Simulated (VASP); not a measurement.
Set up this calculation in VASP 6.6.1, as the native input.

- Task: single point
- Functional: PBE
- Potentials or basis: VASP PAW PBE potentials, release 64 (Fe)
- Cutoff: 600 eV
- k mesh: 10 × 10 × 10
- Occupations: fermi-dirac, width 0.05 eV
- Spin: collinear spin, ferromagnetic start
- Starting moments: [2.2] μB
- Dipole correction: no
- Further INCAR settings: ALGO = Normal; EDIFF = 1e-06; NBANDS = 14

The structure of Fe lies in POSCAR:

```
Fe
1.0
   -1.4330000000      1.4330000000      1.4330000000
    1.4330000000     -1.4330000000      1.4330000000
    1.4330000000      1.4330000000     -1.4330000000
Fe
1
Direct
    0.0000000000      0.0000000000      0.0000000000
```

These files were run (other wordings do the same):

INCAR

```
SYSTEM = Fe
  PREC = Accurate
  ENCUT = 600
  EDIFF = 1E-6
  ISMEAR = -1
  SIGMA = 0.05
  LREAL = .FALSE.
  LASPH = .TRUE.
  NELM = 200
  ALGO = Normal
  ISIF = 2
  LWAVE = .FALSE.
  LCHARG = .FALSE.
  ISPIN = 2
  MAGMOM = 2.2
  LORBIT = 11
  LMAXMIX = 4
  GGA = PE
  NBANDS = 14
  GGA_COMPAT = .FALSE.
```

KPOINTS

```
regular mesh
0
G
  10 10 10
  0 0 0
```

Potentials or basis: VASP PAW PBE potentials, release 64 (Fe).

Command:

```bash
$ cat potpaw_PBE.64/Fe/POTCAR > POTCAR
$ mpirun -np 1 vasp_std > vasp.out
```

Results of the run:

```json
{
 "Pressure": "-8.2 GPa",
 "Net moment": "2.16 μB per cell",
 "Site moments": "Fe +2.17 μB",
 "Valence electrons inside the program's atomic spheres": "Fe 7.20"
}
```

Caveat: the cell stands under tension.

It took 16 s on 1 thread of AMD EPYC 7R43 64-Core Processor (Zen 3) (shared host), peak memory 0.1 GiB.
